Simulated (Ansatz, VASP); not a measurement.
**One calculation of Mg3ZnC, two programs**

```
Mg Zn C
1.0
     4.40739    0.00000    0.00000
     0.00000    4.40739    0.00000
     0.00000    0.00000    4.40739
Mg Zn C
3 1 1
Direct
  0.00000 0.50000 0.00000
  0.00000 0.00000 0.50000
  0.50000 0.00000 0.00000
  0.50000 0.50000 0.50000
  0.00000 0.00000 0.00000
```

Alike in both runs: task relaxation of cell and atoms; functional PBE; k mesh 8 × 8 × 8; occupations gaussian, width 0.1 eV; no spin polarisation.

|  | VASP | Ansatz |
| --- | --- | --- |
| version | VASP 6.6.1 | Ansatz 0.2.0 |
| potentials or method | VASP PAW PBE potentials, release 64 (Mg, Zn, C), cutoff 600 eV | scalar-relativistic, plane waves, PAW |
| valence electrons in the cell | 22 | 46 |

Ansatz gave:

* gap on the k mesh at the Fermi level, each at its own relaxed structure (eV): none
* relaxed volume (Å³/atom): 17.06
* relaxed length of the cell vector where the two differ most in proportion (Å): 4.402

Problem. Which values does VASP return?

Solution. gap on the k mesh at the Fermi level, each at its own relaxed structure (eV): none; relaxed volume (Å³/atom): 17.02; relaxed length of the cell vector where the two differ most in proportion (Å): 4.398.

A gap of «none» marks a metal or a gap that the smearing closes. VASP's potentials hold 22 valence electrons a cell and Ansatz's 46, so a difference there can come from the potentials and not from the codes.
